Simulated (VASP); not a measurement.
Wanted: the native input for a VASP 6.6.1 run.

| Quantity | Value |
| --- | --- |
| Task | single point |
| Functional | PBE |
| Potentials or basis | VASP PAW PBE potentials, release 64 (Cd, O) |
| Cutoff | 520 eV |
| k mesh | 6 × 6 × 6 |
| Occupations | gaussian, width 0.1 eV |
| Spin | no spin polarisation |
| Dipole correction | no |
| Further INCAR settings | ALGO = Normal; EDIFF = 1e-06; NBANDS = 29 |

The structure of Cd3O lies in POSCAR:

```
Cd3O
1.0
   -1.9280320060      1.9280320060      4.9397960671
    1.9280320060     -1.9280320060      4.9397960671
    1.9280320060      1.9280320060     -4.9397960671
Cd O
3 1
Direct
    0.5000000000      0.5000000000      0.0000000000
    0.2500000000      0.7500000000      0.5000000000
    0.7500000000      0.2500000000      0.5000000000
    0.0000000000      0.0000000000      0.0000000000
```

These files were run (other wordings do the same):

INCAR

```
SYSTEM = Cd3O
  PREC = Accurate
  ENCUT = 520
  EDIFF = 1E-6
  ISMEAR = 0
  SIGMA = 0.1
  LREAL = .False.
  LASPH = .True.
  NELM = 100
  ALGO = Normal
  ISIF = 2
  LWAVE = .False.
  LCHARG = .False.
  GGA = PE
  NBANDS = 29
```

KPOINTS

```
Automatic mesh
0
Gamma
  6 6 6
  0 0 0
```

Potentials or basis: VASP PAW PBE potentials, release 64 (Cd, O).

The run is started by

```console
$ cat potpaw_PBE.64/Cd/POTCAR potpaw_PBE.64/O/POTCAR > POTCAR
$ mpirun -np 1 vasp_std > vasp.out
```

Results of the run:

| Quantity | Value |
| --- | --- |
| Pressure | 0.5 GPa |
| Band gap on the k mesh | zero (band 21 reaches 3.30 eV, above the bottom of band 22 at 2.21 eV) |

Caveat: the k points lie up to 0.38 Å⁻¹ apart.

Run time: 75 s on 1 thread of Intel(R) Xeon(R) Platinum 8375C CPU @ 2.90GHz (Ice Lake), with other jobs on the host, peak memory 0.27 GiB.
